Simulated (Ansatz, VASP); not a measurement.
# Be3N2: VASP beside Ansatz

```xyz
5
Lattice="1.3361 0.7714 5.4951 -1.3361 0.7714 5.4951 0.0000 -1.5428 5.4951" Properties=species:S:1:pos:R:3 pbc="T T T"
Be    0.0000    0.0000   14.1610
Be    0.0000    0.0000    5.2373
Be    0.0000    0.0000    1.4640
N     0.0000    0.0000    3.3657
N     0.0000    0.0000   11.6788
```

Alike in both runs: task single point; functional LDA; k mesh 12 × 12 × 12; occupations gaussian, width 0.05 eV; no spin polarisation.

```csv
,VASP,Ansatz
version,VASP 6.6.1,Ansatz 0.2.0
potentials or method,"VASP PAW LDA potentials, release 64 (Be, N), cutoff 520 eV","scalar-relativistic, plane waves, PAW"
valence electrons in the cell,16,16
```

```csv
,VASP,Ansatz,Ansatz less VASP
gap on the k mesh at the Fermi level (eV),1.66,1.67,+0.014
least direct gap on the mesh (eV),2.56,2.57,+0.005
pressure (GPa),3.5,3.0,-0.44
"traceless stress, the component that is largest in VASP (GPa)",-50.83,-50.80,+0.038
rms of the force components (eV/Å),0.408,0.408,-0.0005
```

LDA's correlation is that of Perdew and Zunger in VASP and of Perdew and Wang (1992) in Ansatz. Atom by atom the forces differ by 0.003 eV/Å (rms over components).
